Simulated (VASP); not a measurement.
Write the native input for VASP 6.6.1 that does the following.

* Task: relaxation of cell and atoms
* Functional: PBE
* Dispersion: D4
* Potentials or basis: VASP PAW PBE potentials, release 64 (Tl_d, Cl)
* Cutoff: 500 eV
* k mesh: 6 × 6 × 6
* Occupations: fermi-dirac, width 0.02 eV
* Spin: no spin polarisation
* Dipole correction: no
* Further INCAR settings: ALGO = Normal; EDIFF = 1e-07; IBRION = 2; EDIFFG = -0.005; NSW = 80; ISIF = 3

The structure of TlCl lies in POSCAR:

```
TlCl
1.0
    3.9177538503      0.0000000000      0.0000000000
    0.0000000000      3.9177538503      0.0000000000
    0.0000000000      0.0000000000      3.9177538503
Tl Cl
1 1
Direct
    0.0000000000      0.0000000000      0.0000000000
    0.5000000000      0.5000000000      0.5000000000
```

These files were run (other wordings do the same):

INCAR

```
PREC = Accurate
ENCUT = 500
EDIFF = 1E-7
ISMEAR = -1
SIGMA = 0.02
LREAL = F
LASPH = T
NELM = 120
ALGO = Normal
ISIF = 3
LWAVE = F
LCHARG = F
GGA = PE
IVDW = 13
IBRION = 2
NSW = 80
EDIFFG = -0.005
GGA_COMPAT = F
NELMIN = 4
```

KPOINTS

```
regular mesh
0
Gamma
  6 6 6
```

Potentials or basis: VASP PAW PBE potentials, release 64 (Tl_d, Cl).

Command:

```console
$ cat potpaw_PBE.64/Tl_d/POTCAR potpaw_PBE.64/Cl/POTCAR > POTCAR
$ mpirun -np 1 vasp_std > vasp.out
```

Results of the run:

```yaml
Relaxed_volume: 30.81 Å³/atom
Relaxed_cell: a = 3.950 Å, b = 3.950 Å, c = 3.950 Å, α = 90.00°, β = 90.00°, γ = 90.00°
Space_group_after_relaxing_to_0.1_Å: Pm-3m (No. 221)
Energy_gained_by_relaxing: 21.0 meV/atom
Ionic_steps: 9
Pressure_after_relaxing: 0.0 GPa
Band_gap_on_the_k_mesh: 2.29 eV
Dispersion_energy_per_atom: -0.395 eV
```

Caveat: spin-orbit coupling is left out, which moves the levels of the heavy elements.

Wall time 2.5 min on 1 thread of Intel Xeon 8259CL, with other jobs on the host, peak memory 0.18 GiB.
